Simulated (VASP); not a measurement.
## Cs2Cd: single point with PBE

Cs2Cd:

```xyz
6
Lattice="5.3272 0.0000 0.0000 -2.6636 4.6135 0.0000 0.0000 0.0000 19.0878" Properties=species:S:1:pos:R:3 pbc="T T T"
Cs    0.0000    3.0757   11.7687
Cs    2.6636    1.5378    2.2248
Cs    0.0000    3.0757   16.8630
Cs    2.6636    1.5378    7.3191
Cd    0.0000    3.0757    4.7719
Cd    2.6636    1.5378   14.3158
```

```yaml
Program: VASP 6.6.1
Task: single point
Functional: PBE
Potentials_or_basis: VASP PAW PBE potentials, release 64 (Cs_sv, Cd)
Cutoff: 520 eV
k_mesh: 12 × 12 × 2
Occupations: gaussian, width 0.1 eV
Spin: no spin polarisation
```

```json
{
  "Pressure": "0.0 GPa",
  "Largest force": "0.003 eV/Å",
  "Band gap on the k mesh": "zero (bands 30 and 31 overlap by 0.49 eV)"
}
```

Forces in eV/Å, atoms in the order of the input:
```
Cs   0.000  0.000 -0.003
Cs   0.000  0.000 -0.003
Cs   0.000  0.000  0.003
Cs   0.000  0.000  0.003
Cd   0.000  0.000  0.000
Cd   0.000  0.000  0.000
```

Levels at points of the mesh, in eV from the Fermi level:
```csv
k point,band 27,band 28,band 29,band 30,band 31,band 32,band 33,band 34
"(0.00, 0.00, 0.00)",-3.75,-3.68,-1.25,-0.54,-0.38,0.93,1.28,1.80
"(0.50, 0.00, 0.00)",-3.11,-3.11,-0.44,-0.27,0.28,0.41,0.89,0.90
"(0.00, 0.00, 0.50)",-3.71,-3.71,-1.03,-1.03,0.29,0.29,1.78,1.78
"(0.50, 0.00, 0.50)",-3.11,-3.11,-0.36,-0.36,0.36,0.36,0.90,0.90
```

Wall time 10 min on 1 thread of AMD EPYC 9R45 96-Core Processor (Zen 5), with other jobs on the host, peak memory 0.84 GiB.

Caveat: spin-orbit coupling is left out, which moves the levels of the heavy elements.
